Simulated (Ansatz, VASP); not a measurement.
**KCd: VASP beside Ansatz**

Contents of INCAR:

```
ALGO = Normal
EDIFF = 1E-6
EDIFFG = -0.005
ENCUT = 600
GGA = PE
IBRION = 2
ISIF = 3
ISMEAR = -1
LASPH = T
LCHARG = F
LREAL = F
LWAVE = F
NELM = 100
NSW = 70
PREC = Accurate
SIGMA = 0.05
```

File KPOINTS:

```
k-points
0
Gamma
  9 9 9
```

The input POSCAR:

```
KCd
1.0
    4.4825437297      0.0000000000      0.0000000000
    0.0000000000      4.4825437297      0.0000000000
    0.0000000000      0.0000000000      4.4825437297
K Cd
1 1
Direct
    0.0000000000      0.0000000000      0.0000000000
    0.5000000000      0.5000000000      0.5000000000
```

Input for Ansatz:

```yaml
crystal:
  lattice:
    - [4.4825437297, 0.0, 0.0]
    - [0.0, 4.4825437297, 0.0]
    - [0.0, 0.0, 4.4825437297]
  atoms:
    - { symbol: K, position: [0.0, 0.0, 0.0] }
    - { symbol: Cd, position: [0.5, 0.5, 0.5] }
kpoints:
  mp_grid: { grid: [9, 9, 9] }
scf:
  occupations: { method: fermi_dirac, width: 0.05 }
hamiltonian:
  xc: pbe
  pseudopotentials: { kind: paw }
output:
  forces: true
  stress: true
relax:
  f_tol: 0.005
  max_steps: 50
  cell: {}
```

Alike in both runs: task relaxation of cell and atoms; functional PBE; k mesh 9 × 9 × 9; occupations fermi-dirac, width 0.05 eV; no spin polarisation.

```csv
,VASP,Ansatz
version,VASP 6.6.1,Ansatz 0.2.0
potentials or method,"VASP PAW PBE potentials, release 64 (K_sv, Cd)","PAW with Ansatz's default frozen-core files, scalar-relativistic"
plane-wave cutoff (eV),600,420
valence electrons in the cell,21,29
```

```tsv
	VASP	Ansatz	Ansatz less VASP
relaxed volume (Å³/atom)	40.74	40.95	+0.214
relaxed cell length with the largest relative difference (Å)	4.335	4.343	+0.0076
```

VASP's potentials hold 21 valence electrons a cell and Ansatz's 29, so a difference there can come from the potentials and not from the codes.
